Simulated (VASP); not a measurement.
# Al32P (a cell with a defect) in VASP: single point with PBE+D3(BJ)

Aim: the single point of Al32P (a cell with a defect) with PBE+D3(BJ).

Program: VASP 6.6.1. These are calculated values, not measurements. Logs are shortened: lines on timing, memory, paths and dates and some standing lists are left out, and cuts for length are marked.

## Step 1: The cell of the first run

The cell holds a defect, 33 atoms: a = 8.100 Å, b = 8.100 Å, c = 8.100 Å, α = 90.00°, β = 90.00°, γ = 90.00°.

## Step 2: Single point, PBE+D3(BJ)

File INCAR:

```
PREC     = Accurate       # precision mode
ENCUT    = 520            # plane-wave cutoff, eV
EDIFF    = 1E-6           # SCF threshold, eV
ISMEAR   = 0              # smearing method
SIGMA    = 0.15           # smearing width, eV
LREAL    = Auto         
LASPH    = True           # aspherical terms in the spheres
NELM     = 60             # most SCF steps
ALGO     = Normal         # electronic algorithm
ISIF     = 2              # what is computed and relaxed
LWAVE    = False          # write WAVECAR
LCHARG   = True           # write CHGCAR
GGA      = PE             # functional
IVDW     = 12             # dispersion correction
LELF     = True           # ELF
LVHAR    = True         
NBANDS   = 72             # bands
```

File KPOINTS:

```
Automatic mesh
0
Gamma
  3 3 3
```

File POSCAR:

```
Al32P
1.0
    8.1000000000      0.0000000000      0.0000000000
    0.0000000000      8.1000000000      0.0000000000
    0.0000000000      0.0000000000      8.1000000000
Al P
32 1
Direct
    0.5013651852      0.0086345679      0.0053082716
    0.7500646914      0.2499271605      0.0019998765
    0.7496086420      0.0071519753      0.2534418519
   -0.0003708642      0.0013424691      0.0035450617
    0.2491216049      0.2499202469      0.0022201235
    0.5013711111      0.4912256790      0.0053061728
    0.7691896296      0.7499307407      0.0063230864
    0.2497930864      0.0308638272      0.2448098765
    0.5067033333      0.2499327160      0.2565364198
    0.7495995062      0.4927127160      0.2534511111
    0.4993211111     -0.0009923457      0.4984775309
    0.7506334568      0.2499508642      0.5034702469
    0.7514330864      0.0059314815      0.7511467901
   -0.0003901235      0.4985220988      0.0035345679
    0.2461074074      0.7499038272      0.0239638272
   -0.0078393827      0.2499316049      0.2528077778
    0.2497872840      0.4689786420      0.2447653086
    0.5313345679      0.7499241975      0.2367379012
   -0.0016877778      0.0008248148      0.4995533333
    0.2485403704      0.2499738272      0.5047938272
    0.4992718519      0.5009137037      0.4984558025
    0.7450411111      0.7499283951      0.5084543210
    0.2442786420      0.0247713580      0.7643569136
    0.5050214815      0.2499755556      0.7474412346
    0.7514423457      0.4939496296      0.7511320988
   -0.0311074074      0.7499209877      0.2543507407
   -0.0016659259      0.4990625926      0.4995555556
    0.2504582716      0.7499155556      0.3857529630
   -0.0086179012      0.2499638272      0.7512813580
    0.2442765432      0.4751861728      0.7644069136
    0.5403411111      0.7499325926      0.7898290123
   -0.0074417284      0.7499425926      0.7560923457
    0.2860770370      0.7499549383      0.6612258025
```

Potentials or basis: VASP PAW PBE potentials, release 64 (Al, P).

Run with:

```console
> cat potpaw_PBE.64/Al/POTCAR potpaw_PBE.64/P/POTCAR > POTCAR
> mpirun -np 1 vasp_std > vasp.out
```

OUTCAR:

```text
PREC = Accurate
   ENCUT = 520
   EDIFF = 1E-6
   ISMEAR = 0
   LREAL = Auto
   LASPH = True
   NELM = 60
   ISIF = 2
   GGA = PE
   IVDW = 12
 IVDW          = 12

 ion  position               nearest neighbor table
   1  0.501  0.009  0.005-  31 2.75   2 2.81   8 2.82   9 2.82  18 2.82   5 2.83   3 2.84  23 2.86
                            24 2.86  13 2.89  15 2.95   7 3.02
   2  0.750  0.250  0.002-   6 2.81   1 2.81  29 2.82  16 2.82   3 2.83  10 2.83  13 2.83  25 2.83
                             9 2.85  14 2.85   4 2.85  24 2.86
   3  0.750  0.007  0.253-  18 2.74  26 2.74  16 2.78   9 2.78  12 2.82   2 2.83  19 2.83  11 2.84
                             1 2.84   4 2.86   7 2.89  22 2.93
   4  1.000  0.001  0.004-   7 2.76  23 2.78   8 2.83  16 2.85   5 2.85   2 2.85  15 2.86  32 2.86
                             3 2.86  13 2.87  29 2.87  26 2.89
   5  0.249  0.250  0.002-  17 2.65   8 2.65  23 2.65  30 2.65   1 2.83   6 2.83   4 2.85  14 2.85
                            16 2.91  29 2.91  24 2.92   9 2.93
   6  0.501  0.491  0.005-  31 2.75   2 2.81  17 2.82   9 2.82  18 2.82   5 2.83  10 2.84  30 2.86
                            24 2.86  25 2.89  15 2.95   7 3.02
   7  0.769  0.750  0.006-  31 2.55  26 2.58  18 2.68  32 2.72  14 2.76   4 2.76   3 2.89  10 2.89
                            25 2.93  13 2.93   6 3.02   1 3.02
   8  0.250  0.031  0.245-  28 2.55   5 2.65   9 2.74  16 2.74  20 2.75   1 2.82   4 2.83  11 2.89
                            15 2.89  19 2.91  26 3.22  18 3.22
   9  0.507  0.250  0.257-  17 2.74   8 2.74  10 2.78   3 2.78  12 2.81   6 2.82   1 2.82  11 2.82
                            21 2.82   2 2.85  20 2.90   5 2.93
  10  0.750  0.493  0.253-  18 2.74  26 2.74  16 2.78   9 2.78  12 2.82   2 2.83  27 2.83  21 2.84
                             6 2.84  14 2.86   7 2.89  22 2.93
  11  0.499  0.999  0.498-   9 2.82  22 2.84   3 2.84  24 2.86  20 2.87  12 2.88  13 2.89   8 2.89
                            18 2.94  33 2.96  23 2.99  28 2.99  31 3.12
  12  0.751  0.250  0.503-  29 2.80  24 2.80   9 2.81  25 2.82  13 2.82  16 2.82  10 2.82   3 2.82
                            19 2.85  27 2.85  11 2.88  21 2.88
  13  0.751  0.006  0.751-  31 2.71  29 2.77  24 2.81  12 2.82   2 2.83  32 2.85  19 2.86  22 2.86
                             4 2.87   1 2.89  11 2.89   7 2.93
  14  1.000  0.499  0.004-   7 2.76  30 2.78  17 2.83  16 2.85   5 2.85   2 2.85  15 2.86  32 2.86
                            10 2.86  25 2.87  29 2.87  26 2.89
  15  0.246  0.750  0.024-  14 2.86   4 2.86  18 2.88  17 2.89   8 2.89  26 2.92  28 2.93   6 2.95
                             1 2.95  33 2.96  32 2.99  31 3.05  30 3.06  23 3.06
  16  0.992  0.250  0.253-  17 2.74   8 2.74   3 2.78  10 2.78  12 2.82   2 2.82  19 2.84  27 2.84
                             4 2.85  14 2.85   5 2.91  20 2.91
  17  0.250  0.469  0.245-  28 2.55   5 2.65   9 2.74  16 2.74  20 2.75   6 2.82  14 2.83  21 2.89
                            15 2.89  27 2.91  26 3.22  18 3.22
  18  0.531  0.750  0.237-  28 2.58   7 2.68  10 2.74   3 2.74  22 2.80   6 2.82   1 2.82  15 2.88
                            21 2.94  11 2.94   8 3.22  17 3.22
  19  0.998  0.001  0.500-   3 2.83  16 2.84  12 2.85  26 2.85  13 2.86  20 2.86  29 2.87  22 2.89
                            32 2.91   8 2.91  23 2.93  28 3.03
  20  0.249  0.250  0.505-  17 2.75   8 2.75  23 2.78  30 2.78  24 2.86  27 2.86  19 2.86  21 2.87
                            11 2.87  29 2.89   9 2.90  16 2.91
  21  0.499  0.501  0.498-   9 2.82  22 2.84  10 2.84  24 2.86  20 2.87  12 2.88  25 2.89  17 2.89
                            18 2.94  33 2.96  30 2.99  28 2.99  31 3.12
  22  0.745  0.750  0.508-  26 2.74  18 2.80  31 2.82  21 2.84  11 2.84  32 2.84  25 2.86  13 2.86
                            27 2.89  19 2.89  10 2.93   3 2.93
  23  0.244  0.025  0.764-  33 2.40   5 2.65  29 2.74   4 2.78  20 2.78  24 2.79   1 2.86  19 2.93
                            11 2.99  32 3.02  15 3.06  31 3.28
  24  0.505  0.250  0.747-  23 2.79  30 2.79  12 2.80  25 2.81  13 2.81  20 2.86   6 2.86   1 2.86
                             2 2.86  21 2.86  11 2.86   5 2.92
  25  0.751  0.494  0.751-  31 2.71  29 2.77  24 2.81  12 2.82   2 2.83  32 2.85  27 2.86  22 2.86
                            14 2.87   6 2.89  21 2.89   7 2.93
  26  0.969  0.750  0.254-  28 2.52   7 2.58  10 2.74   3 2.74  22 2.74  27 2.85  19 2.85  14 2.89
                             4 2.89  15 2.92  17 3.22   8 3.22
  27  0.998  0.499  0.500-  10 2.83  16 2.84  12 2.85  26 2.85  25 2.86  20 2.86  29 2.87  22 2.89
                            32 2.91  17 2.91  30 2.93  28 3.02
  28  0.250  0.750  0.386-  33 2.25  26 2.52   8 2.55  17 2.55  18 2.58  15 2.93  21 2.99  11 2.99
                            27 3.02  19 3.03
  29  0.991  0.250  0.751-  23 2.74  30 2.75  25 2.77  13 2.77  12 2.80   2 2.82  27 2.87  14 2.87
                            19 2.87   4 2.87  20 2.89   5 2.91
  30  0.244  0.475  0.764-  33 2.40   5 2.65  29 2.75  14 2.78  20 2.78  24 2.79   6 2.86  27 2.93
                            21 2.99  32 3.02  15 3.06  31 3.28
  31  0.540  0.750  0.790-  33 2.31   7 2.55  25 2.71  13 2.71   1 2.75   6 2.75  22 2.82  15 3.05
                            21 3.12  11 3.12  30 3.28  23 3.28
  32  0.993  0.750  0.756-  33 2.50   7 2.72  22 2.84  25 2.85  13 2.85   4 2.86  14 2.86  27 2.91
                            19 2.91  15 2.99  30 3.02  23 3.02
  33  0.286  0.750  0.661-  28 2.25  31 2.31  30 2.40  23 2.40  32 2.50  15 2.96  21 2.96  11 2.96

  LATTYP: Found a simple cubic cell.
 ALAT       =     8.1000000000

  Lattice vectors:

 A1 = (   8.1000000000,   0.0000000000,   0.0000000000)
 A2 = (   0.0000000000,   8.1000000000,   0.0000000000)
 A3 = (   0.0000000000,   0.0000000000,   8.1000000000)

Analysis of symmetry for initial positions (statically):
[... 146 lines left out ...]
  0.000000  0.333333  0.000000      2.000000
  0.000000  0.000000  0.333333      2.000000
  0.333333  0.333333  0.000000      2.000000
  0.000000  0.333333  0.333333      2.000000
  0.333333  0.000000  0.333333      2.000000
 -0.333333  0.333333  0.000000      2.000000
 -0.333333  0.000000  0.333333      2.000000
  0.000000 -0.333333  0.333333      2.000000
  0.333333  0.333333  0.333333      2.000000
 -0.333333  0.333333  0.333333      2.000000
 -0.333333 -0.333333  0.333333      2.000000
  0.333333 -0.333333  0.333333      2.000000
   k-points           NKPTS =     14   k-points in BZ     NKDIM =     14   number of bands    NBANDS=     72
   number of dos      NEDOS =    301   number of ions     NIONS =     33
   total plane-waves  NPLWV = 216000
   dimension x,y,z NGX =    60 NGY =   60 NGZ =   60
   dimension x,y,z NGXF=   120 NGYF=  120 NGZF=  120
   ions per type =              32   1
   NGX,Y,Z   is equivalent  to a cutoff of  12.31, 12.31, 12.31 a.u.
   NGXF,Y,Z  is equivalent  to a cutoff of  24.63, 24.63, 24.63 a.u.
 SYSTEM =  unknown system
   PREC   = accura    normal or accurate (medium, high low for compatibility)
   ISTART =      0    job   : 0-new  1-cont  2-samecut
   ICHARG =      2    charge: 1-file 2-atom 10-const
   ISPIN  =      1    spin polarized calculation?
   LNONCOLLINEAR =      F non collinear calculations
   LSORBIT =      F    spin-orbit coupling
   LASPH  =      T    aspherical Exc in radial PAW
   ENCUT  =  520.0 eV  38.22 Ry    6.18 a.u.  15.06 15.06 15.06*2*pi/ulx,y,z
   NELM   =     60;   NELMIN=  2; NELMDL= -5     # of ELM steps
   EDIFF  = 0.1E-05   stopping-criterion for ELM
   LREAL  =      T    real-space projection
   EDIFFG = 0.1E-04   stopping-criterion for IOM
   NSW    =      0    number of steps for IOM
   IBRION =     -1    ionic relax: 0-MD 1-quasi-New 2-CG
   NFREE  =      0    steps in history (QN), initial steepest desc. (CG)
   ISIF   =      2    stress and relaxation
   ISYM   =      2    0-nonsym 1-usesym 2-fastsym
   POTIM  = 0.5000    time-step for ionic-motion
   TEBEG  =    0.0;   TEEND  =   0.0 temperature during run
   PSTRESS=    0.0 pullay stress
   NELECT =     101.0000    total number of electrons
   NUPDOWN=      -1.0000    fix difference up-down
   EMIN   =  10.00;   EMAX   =-10.00  energy-range for DOS
   EFERMI =   0.00;   METHOD = LEGACY
   ISMEAR =     0;   SIGMA  =   0.15  broadening in eV -4-tet -1-fermi 0-gaus
   EFERMI_NEDOS =   21; number of points for ismear=-14 and -15
   IALGO  =     38    algorithm
   IMIX   =      4    mixing-type and parameters
     AMIX     =   0.40;   BMIX     =  1.00
     AMIX_MAG =   1.60;   BMIX_MAG =  1.00
  volume/ion in A,a.u.               =      16.10       108.68
  Fermi-wavevector in a.u.,A,eV,Ry     =   0.941233  1.778672 12.053656  0.885919
  Thomas-Fermi vector in A             =   2.068723
   LORBIT       =      0    0 simple, 1 ext, 2 COOP (PROOUT), +10 PAW based schemes
   GGA     = PE    functional components
   LHFCALC =     F    Hartree Fock is set to
   AEXX    =    0.0000 exact exchange contribution
   IVDW    =    12    specifies the selected vdW correction
   LEPSILON=     F    determine dielectric tensor
   LRPA    =     F    only Hartree local field effects (RPA)
 non-spin polarized calculation
 Gauss-broadening in eV      SIGMA  =   0.15
  energy-cutoff  :      520.00
  volume of cell :      531.44
 maximum number of plane-waves:     14358
   NGX = 31   NGY = 31   NGZ = 31

 number of electron     100.9999999 magnetization

 Free energy of the ion-electron system (eV)
  ---------------------------------------------------
  ext. energy  EPLUGINS =         0.00000000
  ---------------------------------------------------
  free energy    TOTEN  =      -123.98659447 eV

  energy without entropy =     -123.86858602  energy(sigma->0) =     -123.92759024

 E-fermi :   8.2724     XC(G=0): -10.2899

 val. band max:        8.2710617556   @ k =   0.3333   0.0000   0.0000
 cond. band min:       8.2734425105   @ k =   0.0000   0.0000   0.0000
 fundamental gap:      0.0023807549
 Fermi energy:         8.2723731718

 k-point     1 :       0.0000    0.0000    0.0000
  band No.  band energies     occupation
      1      -4.4020      2.00000
      2      -2.5857      2.00000
      3      -0.9534      2.00000
      4      -0.9278      2.00000
      5      -0.7717      2.00000
      6      -0.7612      2.00000
[... 899 lines left out ...]
     61       9.8378      0.00000
     62       9.8919      0.00000
 [bands above 62 left out]

------------------------ aborting loop because EDIFF is reached ----------------------------------------

 Edisp (eV)  -11.47098

 E8    (eV) :    -5.1052

  FORCE on cell =-STRESS in cart. coord.  units (eV):
  Direction    XX          YY          ZZ          XY          YZ          ZX
  --------------------------------------------------------------------------------------
  -------------------------------------------------------------------------------------
  Total       0.03810    -0.82340     5.41158    -0.00022    -0.00356     1.73599
  in kB       0.11487    -2.48236    16.31473    -0.00066    -0.01075     5.23363
  external pressure =        4.65 kB  Pullay stress =        0.00 kB

 VOLUME and BASIS-vectors are now :
 -----------------------------------------------------------------------------
  energy-cutoff  :      520.00
  volume of cell :      531.44
      direct lattice vectors                 reciprocal lattice vectors
     8.100000000  0.000000000  0.000000000     0.123456790  0.000000000  0.000000000
     0.000000000  8.100000000  0.000000000     0.000000000  0.123456790  0.000000000
     0.000000000  0.000000000  8.100000000     0.000000000  0.000000000  0.123456790

 POSITION                                       TOTAL-FORCE (eV/Angst)
 -----------------------------------------------------------------------------------
      4.06106      0.06994      0.04300         0.008182     -0.053996     -0.008995
      6.07552      2.02441      0.01620        -0.009176      0.000222      0.012328
      6.07183      0.05793      2.05288         0.003478     -0.000992     -0.000018
      8.09700      0.01087      0.02871         0.004931     -0.013759      0.011263
      2.01788      2.02435      0.01798         0.021245      0.000835      0.034999
      4.06111      3.97893      0.04298         0.008361      0.054179     -0.008788
[... 25 lines left out ...]
      8.03972      6.07454      6.12435        -0.041244      0.000813      0.036242
      2.31722      6.07464      5.35593        -0.194290      0.001233      0.069014
 -----------------------------------------------------------------------------------
    total drift:                               -0.025749     -0.002639      0.024850

  FREE ENERGIE OF THE ION-ELECTRON SYSTEM (eV)
  ---------------------------------------------------
  free  energy   TOTEN  =      -135.4575703552 eV

  energy  without entropy=     -135.3395618978  energy(sigma->0) =     -135.39856613
```

It took 18 min on 1 thread of Intel Xeon 8259CL, shared host; peak memory 0.66 GiB.

Results:

- Free energy: -135.4576 eV
- Pressure: 0.5 GPa
- Largest force: 0.206 eV/Å
- Band gap on the k mesh: zero (an odd number of electrons rules out a gap without spin polarisation)
- Dispersion energy per atom: -0.348 eV

Forces on the atoms (eV/Å):
```
Al   0.008 -0.054 -0.009
Al  -0.009  0.000  0.012
Al   0.003 -0.001  0.000
Al   0.005 -0.014  0.011
Al   0.021  0.001  0.035
Al   0.008  0.054 -0.009
Al  -0.048 -0.001  0.027
Al   0.003 -0.006  0.001
Al   0.001  0.001 -0.019
Al   0.004  0.000 -0.001
Al  -0.007 -0.016  0.003
Al  -0.008  0.000  0.000
Al   0.013  0.015 -0.006
Al   0.004  0.012  0.012
Al   0.061  0.002 -0.019
Al   0.002 -0.001 -0.004
Al   0.003  0.007  0.002
Al   0.007  0.000  0.034
Al  -0.008  0.004 -0.005
Al   0.008  0.000 -0.016
Al  -0.005  0.015  0.003
Al   0.027  0.001 -0.016
Al  -0.004  0.041  0.010
Al   0.007  0.000  0.008
Al   0.012 -0.014 -0.006
Al   0.035  0.000 -0.012
Al  -0.008 -0.005 -0.005
Al   0.040  0.000  0.022
Al   0.000 -0.001  0.006
Al  -0.003 -0.044  0.011
Al   0.063  0.001 -0.178
Al  -0.041  0.001  0.036
P   -0.194  0.001  0.069
```

Levels at points of the mesh, in eV from the Fermi level:
```tsv
k point	band 46	band 47	band 48	band 49	band 50	band 51	band 52	band 53	band 54	band 55
(0.00, 0.00, 0.00)	-0.81	-0.52	-0.32	-0.09	0.00	0.14	0.17	0.23	0.26	0.63
```
